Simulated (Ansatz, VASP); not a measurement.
## PtS2: VASP beside Ansatz

```
Pt S
1.0
     3.82700    0.00000    0.00000
    -1.91350    3.31428    0.00000
     0.00000    0.00000    6.82150
Pt S
1 2
Cartesian
  0.0000 0.0000 0.0000
  0.0000 2.2095 1.0930
  1.9135 1.1048 5.7285
```

Alike in both runs: functional PBE; k mesh 9 × 9 × 4; occupations gaussian, width 0.05 eV; no spin polarisation.

Ansatz relaxed the structure, and its values are those at the end. VASP's run is a single point on that final structure, the one shown.

```csv
,VASP,Ansatz
version,VASP 6.6.1,Ansatz 0.2.0
potentials or method,"VASP PAW PBE potentials, release 64 (Pt, S), cutoff 520 eV","scalar-relativistic, plane waves, PAW"
valence electrons in the cell,22,30
```

VASP gave:

```
gap on the k mesh at the Fermi level (eV) : 1.21
least direct gap on the mesh (eV)         : 1.26
pressure (GPa)                            : -6.2
rms of the force components (eV/Å)        : 0.010
```

Q: Which values does Ansatz return?

A: gap on the k mesh at the Fermi level (eV): 1.22; least direct gap on the mesh (eV): 1.27; pressure (GPa): -6.0; rms of the force components (eV/Å): 0.001.

With one functional, cell and mesh, what is left measures potentials, basis and numerics. VASP's potentials hold 22 valence electrons a cell and Ansatz's 30, so a difference there can come from the potentials and not from the codes. Ansatz's warnings: stress scf threshold loose.

Spin-orbit coupling is off throughout.
